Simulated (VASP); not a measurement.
A run of VASP 6.6.1 is set up as follows.

File INCAR:

```
PREC = Accurate
ENCUT = 520
EDIFF = 1E-7
ISMEAR = 0
SIGMA = 0.05
LREAL = F
LASPH = T
NELM = 80
ALGO = Normal
ISIF = 2
LWAVE = F
LCHARG = T
GGA = PE
LELF = T
LVHAR = T
NBANDS = 11
```

File KPOINTS:

```
Automatic mesh
0
Gamma
  12 12 12
```

Contents of POSCAR:

```
BN
1.0
    0.0000000000      1.8130010000      1.7858059850
    1.8130010000      0.0000000000      1.7858059850
    1.8130010000      1.8130010000      0.0000000000
B N
1 1
Direct
    0.0000000000      0.0000000000      0.0000000000
    0.7500000000      0.7500000000      0.7500000000
```

Potentials or basis: VASP PAW PBE potentials, release 64 (B, N).

The run is started by

```console
$ cat potpaw_PBE.64/B/POTCAR potpaw_PBE.64/N/POTCAR > POTCAR
$ mpirun -np 1 vasp_std > vasp.out
```

Estimate the pressure.

5.6 GPa.

Estimate the band gap on the k mesh.

4.20 eV, indirect (least direct gap 8.68 eV).

Stress tensor (GPa, compression positive):
```
 2.58  0.00  0.00
 0.00  2.58  0.00
 0.00  0.00 11.73
```

Caveat: the cell differs from its parent crystal (strain +0.000 along x and y, -0.015 along z). A k mesh can miss the band edges.
